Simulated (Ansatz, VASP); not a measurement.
Ca in VASP and in Ansatz

Contents of INCAR:

```
SYSTEM = Ca
ALGO = Normal
EDIFF = 1E-6
ENCUT = 520
GGA = PS
ISIF = 2
ISMEAR = 0
LASPH = .TRUE.
LCHARG = .FALSE.
LREAL = .FALSE.
LWAVE = .FALSE.
NBANDS = 11
NELM = 80
PREC = Accurate
SIGMA = 0.15
```

The input KPOINTS:

```
k-points
0
G
  20 20 20
  0 0 0
```

POSCAR

```
Ca
1.0
    3.4472033558      0.0000000000      0.0000000000
    0.0000000000      3.4472033558      0.0000000000
    0.0000000000      0.0000000000      3.4472033558
Ca
1
Direct
    0.0000000000      0.0000000000      0.0000000000
```

Input for Ansatz:

```yaml
crystal:
  lattice:
    - [3.4472033558, 0.0, 0.0]
    - [0.0, 3.4472033558, 0.0]
    - [0.0, 0.0, 3.4472033558]
  atoms:
    - { symbol: Ca, position: [0.0, 0.0, 0.0] }
basis:
  ecutwfc: 420
kpoints:
  mp_grid: { grid: [20, 20, 20] }
hamiltonian:
  xc: pbesol
scf:
  occupations: { method: gaussian, width: 0.15 }
output:
  forces: true
  stress: true
  eigenvalues: true
```

Alike in both runs: task single point; functional PBEsol; k mesh 20 × 20 × 20; occupations gaussian, width 0.15 eV; no spin polarisation.

|  | VASP | Ansatz |
| --- | --- | --- |
| version | VASP 6.6.1 | Ansatz 0.2.0 |
| potentials or method | VASP PAW PBE potentials, release 64 (Ca_sv), cutoff 520 eV | scalar-relativistic, plane waves, PAW |
| valence electrons in the cell | 10 | 10 |

|  | VASP | Ansatz | Ansatz less VASP |
| --- | --- | --- | --- |
| gap on the k mesh at the Fermi level (eV) | none | none | - |
| pressure (GPa) | 0.1 | 0.1 | +0.01 |

VASP's potentials were made for PBE, not for PBEsol. A gap of «none» marks a metal or a gap that the smearing closes.
